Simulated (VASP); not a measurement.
## Co: single point with LDA

Crystal: Co.

```xyz
2
Lattice="2.4720 0.0000 0.0000 -1.2360 2.1408 0.0000 0.0000 0.0000 4.0211" Properties=species:S:1:pos:R:3 pbc="T T T"
Co    0.0000    1.4272    1.0053
Co    1.2360    0.7136    3.0159
```

- Program: VASP 6.6.1
- Task: single point
- Functional: LDA
- Potentials or basis: VASP PAW LDA potentials, release 64 (Co)
- Cutoff: 600 eV
- k mesh: 3 × 3 × 1
- Occupations: fermi-dirac, width 0.025852 eV
- Spin: collinear spin, ferromagnetic start
- Starting moments: [1.83, 1.83] μB
- Dipole correction: no
- Further INCAR settings: ALGO = Normal; EDIFF = 1e-06; NBANDS = 20

* Pressure: -14.4 GPa
* Net moment: 3.78 μB per cell
* Site moments: Co +1.86 μB
* Valence electrons inside the program's atomic spheres: Co 8.33

Stress tensor (GPa, compression positive):
```
 -9.75   0.00   0.00
  0.00  -9.75   0.00
  0.00   0.00 -23.77
```

Levels at points of the mesh, in eV from the Fermi level:
Spin up:
```csv
k point,band 7,band 8,band 9,band 10,band 11,band 12,band 13,band 14,band 15,band 16
"(0.00, 0.00, 0.00)",-2.28,-1.69,-1.69,-0.55,-0.55,-0.21,6.44,22.09,24.86,24.86
```
Spin down:
| k point | band 4 | band 5 | band 6 | band 7 | band 8 | band 9 | band 10 | band 11 |
| --- | --- | --- | --- | --- | --- | --- | --- | --- |
| (0.00, 0.00, 0.00) | -0.86 | -0.86 | -0.49 | -0.49 | 0.00 | 0.00 | 0.09 | 1.25 |

Run time: 3.2 s on 1 thread of Intel(R) Xeon(R) 6975P-C (Granite Rapids), with other jobs on the host, peak memory 0.12 GiB.

Caveat: the k points lie up to 1.56 Å⁻¹ apart.
